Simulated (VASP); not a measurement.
# InSb (F-43m) in VASP: settings compared

InSb is run at these levels: r2SCAN, HSE06; tasks: single point.

All numbers are computed with VASP 6.6.1; they aren't measurements. Logs are shortened: lines on timing, memory, paths and dates and some standing lists are left out, and cuts for length are marked.

**1. The cell of the first run**

It takes space group F-43m (No. 216, cubic). Conventional cell: a = 6.690 Å, b = 6.690 Å, c = 6.690 Å, α = 90.00°, β = 90.00°, γ = 90.00°. In (site symmetry -43m) has 4 Sb at 2.90 Å within 3.8 Å. Sb (site symmetry -43m) has 4 In at 2.90 Å within 3.8 Å.

**2. Single point, r2SCAN, non-collinear spin, zero start, spin-orbit coupling (strain +2.0%)**

File POSCAR:

```
InSb
1.0
    0.0000000000      3.3451032779      3.3451032779
    3.3451032779      0.0000000000      3.3451032779
    3.3451032779      3.3451032779      0.0000000000
In Sb
1 1
Direct
    0.0000000000      0.0000000000      0.0000000000
    0.2500000000      0.2500000000      0.2500000000
```

File INCAR.step1:

```
PREC     = Accurate       # precision mode
ENCUT    = 520            # plane-wave cutoff, eV
ISMEAR   = -1             # smearing method
SIGMA    = 0.02           # smearing width, eV
LREAL    = False          # projectors in reciprocal space
LASPH    = True           # aspherical terms in the spheres
NELM     = 150            # most SCF steps
MAGMOM   = 0 0 0 0 0 0    # initial moments
LSORBIT  = True           # spin-orbit coupling
GGA_COMPAT= False        
NBANDS   = 30             # bands
GGA      = PE             # functional
ALGO     = Normal         # electronic algorithm
EDIFF    = 1E-4           # SCF threshold, eV
LWAVE    = True           # write WAVECAR
LCHARG   = False          # write CHGCAR
```

File INCAR.step2:

```
PREC     = Accurate       # precision mode
ENCUT    = 520            # plane-wave cutoff, eV
EDIFF    = 1E-7           # SCF threshold, eV
ISMEAR   = -1             # smearing method
SIGMA    = 0.02           # smearing width, eV
LREAL    = False          # projectors in reciprocal space
LASPH    = True           # aspherical terms in the spheres
NELM     = 150            # most SCF steps
ALGO     = Normal         # electronic algorithm
ISIF     = 2              # what is computed and relaxed
LWAVE    = False          # write WAVECAR
LCHARG   = True           # write CHGCAR
MAGMOM   = 0 0 0 0 0 0    # initial moments
LORBIT   = 11             # projections on sites
LSORBIT  = True           # spin-orbit coupling
GGA_COMPAT= False        
LORBMOM  = True         
METAGGA  = R2SCAN         # meta-GGA
LMIXTAU  = True         
LVHAR    = True         
NBANDS   = 30             # bands
ISTART   = 1
```

File KPOINTS:

```
Automatic mesh
0
Gamma
  6 6 6
```

Potentials or basis: VASP PAW PBE potentials, release 64 (In_d, Sb).

On the command line:

```bash
cat potpaw_PBE.64/In_d/POTCAR potpaw_PBE.64/Sb/POTCAR > POTCAR
cp INCAR.step1 INCAR
mpirun -np 1 vasp_ncl > vasp.out
cp INCAR.step2 INCAR
mpirun -np 1 vasp_ncl > vasp.out
```

OUTCAR:

```text
PREC = Accurate
   ENCUT = 520
   EDIFF = 1E-7
   ISMEAR = -1
   LREAL = False
   LASPH = True
   NELM = 150
   ISIF = 2
   LORBIT = 11
   LSORBIT = True
   METAGGA = R2SCAN
   ISTART = 1

 ion  position               nearest neighbor table
   1  0.000  0.000  0.000-   2 2.90   2 2.90   2 2.90   2 2.90
   2  0.250  0.250  0.250-   1 2.90   1 2.90   1 2.90   1 2.90

  LATTYP: Found a face centered cubic cell.
 ALAT       =     6.6902065558

  Lattice vectors:

 A1 = (   0.0000000000,   3.3451032779,   3.3451032779)
 A2 = (   3.3451032779,   0.0000000000,   3.3451032779)
 A3 = (   3.3451032779,   3.3451032779,   0.0000000000)

Analysis of symmetry for initial positions (statically):
=====================================================================
 Subroutine PRICEL returns:
 Original cell was already a primitive cell.

 Routine SETGRP: Setting up the symmetry group for a
 face centered cubic supercell.

 Subroutine GETGRP returns: Found 24 space group operations
 (whereof 24 operations were pure point group operations)
 out of a pool of 48 trial point group operations.

The static configuration has the point symmetry T_d .

Analysis of symmetry for dynamics (positions and initial velocities):
=====================================================================
 Subroutine PRICEL returns:
 Original cell was already a primitive cell.

 Routine SETGRP: Setting up the symmetry group for a
 face centered cubic supercell.

 Subroutine GETGRP returns: Found 24 space group operations
 (whereof 24 operations were pure point group operations)
 out of a pool of 48 trial point group operations.

The dynamic configuration has the point symmetry T_d .

Analysis of structural, dynamic, and magnetic symmetry:
=====================================================================
 Subroutine PRICEL returns:
 Original cell was already a primitive cell.

 Routine SETGRP: Setting up the symmetry group for a
 face centered cubic supercell.

 Subroutine GETGRP returns: Found 24 space group operations
 (whereof 24 operations were pure point group operations)
 out of a pool of 48 trial point group operations.

The overall configuration has the point symmetry T_d .

 Subroutine INISYM returns: Found 24 space group operations
 (whereof 24 operations are pure point group operations),
 and found     1 'primitive' translations

----------------------------------------------------------------------------------------

                                     Primitive cell
[... 896 lines left out ...]
 -----------------------------------------------------------------------------------
    total drift:                               -0.000000     -0.000000     -0.000000

  FREE ENERGIE OF THE ION-ELECTRON SYSTEM (eV)
  ---------------------------------------------------
  free  energy   TOTEN  =       -48.8147357370 eV

  energy  without entropy=      -48.8144790092  energy(sigma->0) =      -48.81460737

 orbital moment (x)

 # of ion     p       d       tot
 ----------------------------------------
  1         0.000   0.000   0.000
  2         0.000   0.000   0.000
 ----------------------------------------
            0.000   0.000   0.000

 orbital moment (y)

 # of ion     p       d       tot
 ----------------------------------------
  1         0.000   0.000   0.000
  2         0.000   0.000   0.000
 ----------------------------------------
            0.000   0.000   0.000

 orbital moment (z)

 # of ion     p       d       tot
 ----------------------------------------
  1         0.000  -0.000  -0.000
  2         0.000  -0.000  -0.000
 ----------------------------------------
            0.000  -0.000  -0.000

 Spin-Orbit-Coupling matrix elements

 Ion:    1  E_soc:     -0.0690438
 l=   1
     0.0000000    -0.0053406    -0.0053406
    -0.0053406     0.0000000    -0.0053406
    -0.0053406    -0.0053406     0.0000000
 l=   2
     0.0000000    -0.0012195     0.0000000    -0.0012195    -0.0049472
    -0.0012195     0.0000000    -0.0037104    -0.0012195    -0.0012368
     0.0000000    -0.0037104     0.0000000    -0.0037104     0.0000000
    -0.0012195    -0.0012195    -0.0037104     0.0000000    -0.0012368
    -0.0049472    -0.0012368     0.0000000    -0.0012368     0.0000000
 l=   3
     0.0000000     0.0000000     0.0000000     0.0000000     0.0000000     0.0000000     0.0000000
     0.0000000     0.0000000     0.0000000     0.0000000     0.0000000     0.0000000     0.0000000
     0.0000000     0.0000000     0.0000000     0.0000000     0.0000000     0.0000000     0.0000000
     0.0000000     0.0000000     0.0000000     0.0000000     0.0000000     0.0000000     0.0000000
     0.0000000     0.0000000     0.0000000     0.0000000     0.0000000     0.0000000     0.0000000
     0.0000000     0.0000000     0.0000000     0.0000000     0.0000000     0.0000000     0.0000000
     0.0000000     0.0000000     0.0000000     0.0000000     0.0000000     0.0000000     0.0000000

 Ion:    2  E_soc:     -0.1253640
 l=   1
     0.0000000    -0.0208177    -0.0208177
    -0.0208177     0.0000000    -0.0208177
    -0.0208177    -0.0208177     0.0000000
 l=   2
     0.0000000    -0.0000316     0.0000000    -0.0000316    -0.0000447
    -0.0000316     0.0000000    -0.0000335    -0.0000316    -0.0000112
     0.0000000    -0.0000335     0.0000000    -0.0000335     0.0000000
    -0.0000316    -0.0000316    -0.0000335     0.0000000    -0.0000112
    -0.0000447    -0.0000112     0.0000000    -0.0000112     0.0000000
 l=   3
     0.0000000     0.0000000     0.0000000     0.0000000     0.0000000     0.0000000     0.0000000
     0.0000000     0.0000000     0.0000000     0.0000000     0.0000000     0.0000000     0.0000000
     0.0000000     0.0000000     0.0000000     0.0000000     0.0000000     0.0000000     0.0000000
     0.0000000     0.0000000     0.0000000     0.0000000     0.0000000     0.0000000     0.0000000
     0.0000000     0.0000000     0.0000000     0.0000000     0.0000000     0.0000000     0.0000000
     0.0000000     0.0000000     0.0000000     0.0000000     0.0000000     0.0000000     0.0000000
     0.0000000     0.0000000     0.0000000     0.0000000     0.0000000     0.0000000     0.0000000

 total charge

# of ion       s       p       d       tot
------------------------------------------
    1        0.863   0.665   9.858  11.386
    2        1.118   1.305   0.017   2.440
--------------------------------------------------
tot          1.980   1.970   9.875  13.825

 magnetization (x)

# of ion       s       p       d       tot
------------------------------------------
    1       -0.000  -0.000   0.000  -0.000
    2       -0.000   0.000  -0.000  -0.000
--------------------------------------------------
tot         -0.000  -0.000  -0.000  -0.000

 magnetization (y)

# of ion       s       p       d       tot
------------------------------------------
    1        0.000   0.000   0.000   0.000
    2        0.000  -0.000  -0.000  -0.000
--------------------------------------------------
tot          0.000  -0.000  -0.000   0.000

 magnetization (z)

# of ion       s       p       d       tot
------------------------------------------
    1        0.000   0.000   0.000   0.000
    2        0.000   0.000   0.000   0.000
--------------------------------------------------
tot          0.000   0.000   0.000   0.000
```

OUTCAR.step1:

```text
PREC = Accurate
   ENCUT = 520
   ISMEAR = -1
   LREAL = False
   LASPH = True
   NELM = 150
   LSORBIT = True
   GGA = PE
   EDIFF = 1E-4
[... 1004 lines left out ...]
     0.0000000     0.0000000     0.0000000     0.0000000     0.0000000     0.0000000     0.0000000
     0.0000000     0.0000000     0.0000000     0.0000000     0.0000000     0.0000000     0.0000000
     0.0000000     0.0000000     0.0000000     0.0000000     0.0000000     0.0000000     0.0000000
     0.0000000     0.0000000     0.0000000     0.0000000     0.0000000     0.0000000     0.0000000
     0.0000000     0.0000000     0.0000000     0.0000000     0.0000000     0.0000000     0.0000000

=======================================================================

 ========================================================
```

OSZICAR.step1:

```text
N       E                     dE             d eps       ncg     rms          rms(c)
DAV:   1     0.146721338663E+03    0.14672E+03   -0.75594E+03  1320   0.118E+03
DAV:   2     0.740458317303E+01   -0.13932E+03   -0.13452E+03  1344   0.321E+02
DAV:   3    -0.652197984293E+01   -0.13927E+02   -0.13729E+02  1646   0.113E+02
DAV:   4    -0.709588644880E+01   -0.57391E+00   -0.57259E+00  1592   0.253E+01
DAV:   5    -0.712988472611E+01   -0.33998E-01   -0.33994E-01  2008   0.563E+00    0.391E+00
DAV:   6    -0.703835598724E+01    0.91529E-01   -0.14233E-01  1912   0.594E+00    0.224E+00
DAV:   7    -0.702948775789E+01    0.88682E-02   -0.63231E-02  1988   0.203E+00    0.126E+00
DAV:   8    -0.703027633181E+01   -0.78857E-03   -0.29299E-03  1568   0.404E-01    0.482E-01
DAV:   9    -0.703119857560E+01   -0.92224E-03   -0.25652E-03  1688   0.615E-01    0.133E-01
DAV:  10    -0.703155057566E+01   -0.35200E-03   -0.33832E-04  1530   0.218E-01    0.452E-02
DAV:  11    -0.703170887414E+01   -0.15830E-03   -0.21585E-04  1276   0.746E-02    0.209E-02
DAV:  12    -0.703171198062E+01   -0.31065E-05   -0.67484E-06  1076   0.340E-02
   1 F= -.70317120E+01 E0= -.70315817E+01  d E =-.260536E-03  mag=     0.0000     0.0000     0.0000
```

Wall time 4.4 min (1 thread of Intel Xeon 6975P-C (Granite Rapids), shared host); peak memory 0.5 GiB.

Results:

```
Free energy                                           : -48.8147 eV
Pressure                                              : -2.2 GPa
Net moment                                            : 0.00 μB per cell
Valence electrons inside the program's atomic spheres : In 11.39; Sb 2.44
```

Moments on the atoms (μB; x, y, z):
```
In  0.00 0.00 0.00
Sb  0.00 0.00 0.00
```

Caveat: the cell differs from its parent crystal (strain +2.0%); the PAW data sets were made with another functional, which shifts forces and pressure a little.

[end of part 1 of 2]
